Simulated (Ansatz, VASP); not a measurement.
# MoN2: VASP beside Ansatz

```
Mo N
1.0
     4.34805    0.00000    0.00000
     0.00000    4.34805    0.00000
     0.00000    0.00000    2.76746
Mo N
2 4
Cartesian
  0.0000 0.0000 0.0000
  2.1740 2.1740 0.0000
  2.6595 3.8626 1.3837
  1.6886 0.4854 1.3837
  0.4854 2.6595 1.3837
  3.8626 1.6886 1.3837
```

Alike in both runs: functional PBEsol; k mesh 6 × 6 × 10; occupations fermi-dirac, width 0.05 eV; no spin polarisation; Hubbard terms Mo d U = 8.0 eV.

|  | VASP | Ansatz |
| --- | --- | --- |
| version | VASP 6.6.1 | Ansatz 0.2.0 |
| potentials or method | VASP PAW PBE potentials, release 64 (Mo_sv, N) | Ansatz PAW |
| plane-wave cutoff (eV) | 520 | 420 |
| valence electrons in the cell | 48 | 48 |
| task | single point | band structure |

```tsv
	VASP	Ansatz	Ansatz less VASP
gap on the k mesh at the Fermi level (eV)	none	none	-
pressure (GPa)	7.2	-1.6	-8.82
traceless stress, the component that is largest in VASP (GPa)	6.68	1.35	-5.329
rms of the force components (eV/Å)	0.236	0.425	+0.1891
```

VASP's potentials were made for PBE, not for PBEsol. The programs project onto different local orbitals, so the same U acts differently, and such runs can settle in different states. Atom by atom the forces differ by 0.189 eV/Å (rms over components). A gap of «none» marks a metal or a gap that the smearing closes.
